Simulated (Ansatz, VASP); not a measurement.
CaBeRh: VASP beside Ansatz

The input INCAR:

```
ALGO = Fast ; EDIFF = 1E-6
EDIFFG = -0.04 ; ENCUT = 600
GGA = PE ; IBRION = 2
ISIF = 3 ; ISMEAR = 0
LASPH = True ; LCHARG = False
LREAL = False ; LWAVE = False
NELM = 100 ; NSW = 90
PREC = Accurate ; SIGMA = 0.1
```

File KPOINTS:

```
k-points
0
Gamma
  6 6 4
```

POSCAR

```
CaBeRh
1.0
    3.7025690078      0.0000000000      0.0000000000
    0.0000000000      3.7025690078      0.0000000000
    0.0000000000      0.0000000000      6.5160597822
Ca Be Rh
2 2 2
Direct
    0.5000000000      0.0000000000      0.6485000000
    0.0000000000      0.5000000000      0.3515000000
    0.5000000000      0.0000000000      0.2055000000
    0.0000000000      0.5000000000      0.7945000000
    0.0000000000      0.0000000000      0.0000000000
    0.5000000000      0.5000000000      0.0000000000
```

Input for Ansatz:

```yaml
crystal:
  lattice:
    - [3.7025690078, 0.0, 0.0]
    - [0.0, 3.7025690078, 0.0]
    - [0.0, 0.0, 6.5160597822]
  atoms:
    - { symbol: Ca, position: [0.5, 0.0, 0.6485] }
    - { symbol: Ca, position: [0.0, 0.5, 0.3515] }
    - { symbol: Be, position: [0.5, 0.0, 0.2055] }
    - { symbol: Be, position: [0.0, 0.5, 0.7945] }
    - { symbol: Rh, position: [0.0, 0.0, 0.0] }
    - { symbol: Rh, position: [0.5, 0.5, 0.0] }
basis:
  ecutwfc: 420
kpoints:
  mp_grid: { grid: [6, 6, 4] }
hamiltonian:
  xc: pbe
scf:
  occupations: { method: gaussian, width: 0.1 }
  lower_state_search: "off"
output:
  forces: true
  stress: true
  eigenvalues: true
relax:
  adjacent_minimum: "off"
  f_tol: 0.04
  max_steps: 70
  cell: { stress_tol: 0.4 }
```

Alike in both runs: task relaxation of cell and atoms; functional PBE; k mesh 6 × 6 × 4; occupations gaussian, width 0.1 eV; no spin polarisation.

|  | VASP | Ansatz |
| --- | --- | --- |
| version | VASP 6.6.1 | Ansatz 0.2.0 |
| potentials or method | VASP PAW PBE potentials, release 64 (Ca_sv, Be, Rh_pv), cutoff 600 eV | scalar-relativistic, plane waves, PAW |
| valence electrons in the cell | 54 | 58 |

```tsv
	VASP	Ansatz	Ansatz less VASP
gap on the k mesh at the Fermi level, each at its own relaxed structure (eV)	none	none	-
relaxed volume (Å³/atom)	19.46	20.26	+0.798
relaxed length of the cell vector where the two differ most in proportion (Å)	6.537	6.941	+0.4036
```

A gap of «none» marks a metal or a gap that the smearing closes. One of these differences is far larger than is usual between the two programs; its cause wasn't traced. VASP's potentials hold 54 valence electrons a cell and Ansatz's 58, so a difference there can come from the potentials and not from the codes.

Noted on VASP's run: the volume moved by over 15 % at a fixed basis, so the end points are rough.
